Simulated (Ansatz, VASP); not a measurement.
# One calculation of EuV, two programs

Contents of INCAR:

```
SYSTEM = EuV
ALGO = Normal ; EDIFF = 1E-6
ENCUT = 520 ; GGA = PE
ISIF = 2 ; ISMEAR = 0
ISPIN = 2 ; LASPH = .TRUE.
LCHARG = .FALSE. ; LMAXMIX = 6
LORBIT = 11 ; LREAL = .FALSE.
LWAVE = .FALSE. ; MAGMOM = -7 7 2 -2
NBANDS = 42 ; NELM = 150
PREC = Accurate ; SIGMA = 0.1
```

File KPOINTS:

```
k-points
0
G
  4 4 4
  0 0 0
```

The input POSCAR:

```
EuV
1.0
    0.0000000000      3.6153533000      3.6153533000
    3.6153533000      0.0000000000      3.6153533000
    3.6153533000      3.6153533000      0.0000000000
Eu V
2 2
Direct
    0.0000000000      0.0000000000      0.0000000000
    0.2500000000      0.2500000000      0.2500000000
    0.5000000000      0.5000000000      0.5000000000
    0.7500000000      0.7500000000      0.7500000000
```

Input for Ansatz:

```yaml
crystal:
  lattice:
    - [0.0, 3.6153533, 3.6153533]
    - [3.6153533, 0.0, 3.6153533]
    - [3.6153533, 3.6153533, 0.0]
  atoms:
    - { symbol: Eu, position: [0.0, 0.0, 0.0], spin: -7.0 }
    - { symbol: Eu, position: [0.25, 0.25, 0.25], spin: 7.0 }
    - { symbol: V, position: [0.5, 0.5, 0.5], spin: 2.0 }
    - { symbol: V, position: [0.75, 0.75, 0.75], spin: -2.0 }
basis:
  ecutwfc: 420
kpoints:
  mp_grid: { grid: [4, 4, 4] }
hamiltonian:
  xc: pbe
scf:
  occupations: { method: gaussian, width: 0.1 }
  lower_state_search: "off"
output:
  forces: true
  stress: true
  eigenvalues: true
  populations: true
magnetization:
  spin_polarized: true
```

Change from the starting cell: species swapped into the NaIn type (Fd-3m, No. 227).

Alike in both runs: task single point; functional PBE; k mesh 4 × 4 × 4; occupations gaussian, width 0.1 eV; collinear spin.

|  | VASP | Ansatz |
| --- | --- | --- |
| version | VASP 6.6.1 | Ansatz 0.2.0 |
| potentials or method | VASP PAW PBE potentials, release 64 (Eu, V_sv), cutoff 520 eV | scalar-relativistic, plane waves, PAW |
| valence electrons in the cell | 60 | 60 |

|  | VASP | Ansatz | Ansatz less VASP |
| --- | --- | --- | --- |
| gap on the k mesh at the Fermi level (eV) | none | none | - |
| pressure (GPa) | -0.2 | -0.2 | -0.01 |
| net moment per atom (μB) | 0.00 | 0.00 | 0.000 |
| size of the moment on the site where the two differ most (μB) | 6.55 | 6.73 | +0.181 |

Site moments also hang on the region over which each program counts them. A gap of «none» marks a metal or a gap that the smearing closes.

The k mesh is coarse, so the values compare programs but aren't converged. Neither program's run includes spin-orbit coupling.
